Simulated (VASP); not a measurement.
Here is a VASP 6.6.1 calculation.

INCAR

```
SYSTEM = CuRu
PREC = Accurate ; ENCUT = 520
EDIFF = 1E-6 ; ISMEAR = 0
SIGMA = 0.1 ; LREAL = .False.
LASPH = .True. ; NELM = 100
ALGO = Normal ; ISIF = 2
LWAVE = .False. ; LCHARG = .False.
GGA = PE ; NBANDS = 33
```

Contents of KPOINTS:

```
regular mesh
0
Gamma
  6 6 6
  0 0 0
```

File POSCAR:

```
CuRu
1.0
    0.0000000000      2.9767427962      2.9767427962
    2.9767427962      0.0000000000      2.9767427962
    2.9767427962      2.9767427962      0.0000000000
Cu Ru
2 2
Direct
    0.5000000000      0.5000000000      0.5000000000
    0.7500000000      0.7500000000      0.7500000000
    0.0000000000      0.0000000000      0.0000000000
    0.2500000000      0.2500000000      0.2500000000
```

Potentials or basis: VASP PAW PBE potentials, release 64 (Cu, Ru_pv).

The run is started by

```bash
$ cat potpaw_PBE.64/Cu/POTCAR potpaw_PBE.64/Ru_pv/POTCAR > POTCAR
$ mpirun -np 1 vasp_std > vasp.out
```

Problem. Estimate the pressure.

Solution. -0.2 GPa.

Problem. Estimate the band gap on the k mesh.

Solution. Zero (bands 25 and 26 overlap by 1.06 eV).
